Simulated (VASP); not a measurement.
Write the native input for VASP 6.6.1 that does the following.

```yaml
Task: electric field gradients
Functional: PBE
Dispersion: D3(BJ)
Potentials_or_basis: VASP PAW PBE potentials, release 64 (Ga_d, As)
Cutoff: 520 eV
k_mesh: 11 × 11 × 11
Occupations: fermi-dirac, width 0.05 eV
Spin: no spin polarisation
Dipole_correction: no
Further_INCAR_settings: ALGO = Normal; EDIFF = 1e-08; NBANDS = 16
```

The structure of GaAs lies in POSCAR:

```
GaAs
1.0
    0.0000000000      2.8410911482      2.7985815000
    2.8410911482      0.0000000000      2.7985815000
    2.8410911482      2.8410911482      0.0000000000
Ga As
1 1
Direct
    0.0000000000      0.0000000000      0.0000000000
    0.7500000000      0.7500000000      0.7500000000
```

These files were run (other wordings do the same):

INCAR

```
PREC = Accurate
ENCUT = 520
EDIFF = 1E-8
ISMEAR = -1
SIGMA = 0.05
LREAL = False
LASPH = True
NELM = 60
ALGO = Normal
ISIF = 2
LWAVE = False
LCHARG = False
GGA = PE
IVDW = 12
LEFG = True
NBANDS = 16
```

KPOINTS

```
Automatic mesh
0
Gamma
  11 11 11
```

Potentials or basis: VASP PAW PBE potentials, release 64 (Ga_d, As).

Run with:

```bash
$ cat potpaw_PBE.64/Ga_d/POTCAR potpaw_PBE.64/As/POTCAR > POTCAR
$ mpirun -np 1 vasp_std > vasp.out
```

It gave:

- Pressure: 1.0 GPa
- Band gap on the k mesh: 0.46 eV, direct
- Dispersion energy per atom: -0.325 eV

Caveat: without QUAD_EFG the Cq values of the log hold for a quadrupole moment of 1 mb, not for the nuclei.

Wall time 3.5 min on 1 thread of Intel Xeon 8259CL, with other jobs on the host, peak memory 0.25 GiB.
